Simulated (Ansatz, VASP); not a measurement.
Mo4C in VASP and in Ansatz

```
CELL_PARAMETERS angstrom
3.11118 0.00000 0.00000
0.00000 3.11118 0.00000
0.00000 0.00000 21.50982
ATOMIC_POSITIONS crystal
Mo 0.50000 0.50000 0.18596
Mo 0.00000 0.00000 0.25828
Mo 0.50000 0.50000 0.33251
Mo 0.00000 0.00000 0.39562
C 0.50000 0.50000 0.50953
```

Alike in both runs: task single point; functional LDA; k mesh 9 × 9 × 1; occupations gaussian, width 0.1 eV; no spin polarisation.

|  | VASP | Ansatz |
| --- | --- | --- |
| version | VASP 6.6.1 | Ansatz 0.2.0 |
| potentials or method | VASP PAW LDA potentials, release 64 (Mo_sv, C), cutoff 520 eV | scalar-relativistic, plane waves, PAW |
| valence electrons in the cell | 60 | 60 |

|  | VASP | Ansatz | Ansatz less VASP |
| --- | --- | --- | --- |
| gap on the k mesh at the Fermi level (eV) | none | none | - |
| rms of the force components (eV/Å) | 1.072 | 1.065 | -0.0069 |

LDA's correlation is that of Perdew and Zunger in VASP and of Perdew and Wang (1992) in Ansatz. Atom by atom the forces differ by 0.028 eV/Å (rms over components). A gap of «none» marks a metal or a gap that the smearing closes.
